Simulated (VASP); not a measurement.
Crystal: CdS.

```
Cd S
1.0
     4.28396    0.00000    0.00000
    -2.14198    3.71002    0.00000
     0.00000    0.00000    6.95447
Cd S
2 2
Cartesian
  2.1420 1.2367 3.4772
  0.0000 2.4733 0.0000
  2.1420 1.2367 6.0852
  0.0000 2.4733 2.6079
```

- Program: VASP 6.6.1
- Task: relaxation of cell and atoms
- Functional: PBEsol
- Potentials or basis: VASP PAW PBE potentials, release 64 (Cd, S)
- Cutoff: 720 eV
- k mesh: 8 × 8 × 4
- Occupations: gaussian, width 0.03 eV
- Spin: non-collinear spin, zero start, spin-orbit coupling
- Starting moments: [[0.0, 0.0, 0.0], [0.0, 0.0, 0.0], [0.0, 0.0, 0.0], [0.0, 0.0, 0.0]] μB

At the start: pressure -5.1 GPa; volume 27.63 Å³/atom.

How do energy, volume and symmetry change on relaxing?

Over 23 steps the energy falls by 48.6 meV/atom and the volume is 24.86 Å³/atom (-10.0 %); space group P6_3mc (No. 186, to 0.1 Å) before and after; moment 0.00 μB per cell.

Step by step:
```tsv
step	energy change (eV)	largest force (eV/Å)	pressure (GPa)	volume (Å³)
1	0.0000	0.0485	-5.07	110.53
2	-0.1841	0.0229	1.50	97.13
3	-0.1945	0.0312	0.02	99.39
4	-0.1945	0.0321	-0.11	99.61
5	-0.1946	0.0051	-0.11	99.61
6	-0.1946	0.0051	-0.11	99.61
7	-0.1947	0.0044	0.04	99.37
8	-0.1947	0.0046	0.01	99.42
9	-0.1947	0.0046	0.00	99.42
10	-0.1947	0.0043	0.00	99.42
11	-0.1947	0.0036	0.00	99.43
12	-0.1947	0.0019	-0.01	99.44
13	-0.1947	0.0032	0.00	99.43
14	-0.1947	0.0024	0.00	99.42
15	-0.1947	0.0003	0.00	99.43
16	-0.1943	0.0004	0.02	99.43
17	-0.1943	0.0003	-0.03	99.48
18	-0.1943	0.0003	-0.02	99.45
19	-0.1943	0.0004	-0.01	99.44
20	-0.1943	0.0004	-0.01	99.43
21	-0.1943	0.0004	0.01	99.43
22	-0.1943	0.0003	-0.03	99.47
23	-0.1943	0.0003	-0.01	99.44
```

Final structure:
```xyz
4
Lattice="4.1322 0.0000 0.0000 -2.0661 3.5786 0.0000 0.0000 0.0000 6.7246" Properties=species:S:1:pos:R:3 pbc="T T T"
Cd    2.0661    1.1929    3.3573
Cd    0.0000    2.3857    6.7196
S     2.0661    1.1929    5.8890
S     0.0000    2.3857    2.5267
```

Where two steps share one volume, the run began anew on that cell with a basis built for it.

Caveat: the PAW data sets were made with another functional, which shifts forces and pressure a little.
